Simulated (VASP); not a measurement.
Runs of VASP 6.6.1 on HfN. The structure is that of space group I4/mmm (No. 139), or close to it. The cells are those of the table. 

```tsv
cell	gap on the mesh (eV)	pressure (GPa)
a = 3.105, b = 3.105, c = 3.183 Å, angles 59.2, 59.2, 61.7°, 2 atoms	none	16.0
a = 3.187, b = 3.187, c = 3.342 Å, angles 58.4, 58.4, 63.2°, 2 atoms	none	(a)
a = 3.146, b = 3.146, c = 3.263 Å, angles 58.8, 58.8, 62.5°, 2 atoms	none	2.3
a = 3.225, b = 3.225, c = 3.342 Å, angles 58.8, 58.8, 62.4°, 2 atoms	none	-16.6
```

Alike in all rows: task single point; level PBEsol; potentials or basis VASP PAW PBE potentials, release 64 (Hf_pv, N); no spin polarisation; k mesh 22 × 22 × 22; cutoff (eV) 600; smearing gaussian 0.15 eV.

Estimate the missing entries.

(a) -7.8.

Caveats: the PAW data sets were made with another functional, which shifts forces and pressure a little; spin-orbit coupling is left out, which moves the levels of the heavy elements.

A k mesh can miss the band edges, and the runs leave out spin-orbit coupling on Hf.

A gap of «none» marks levels without a gap at the run's occupations.
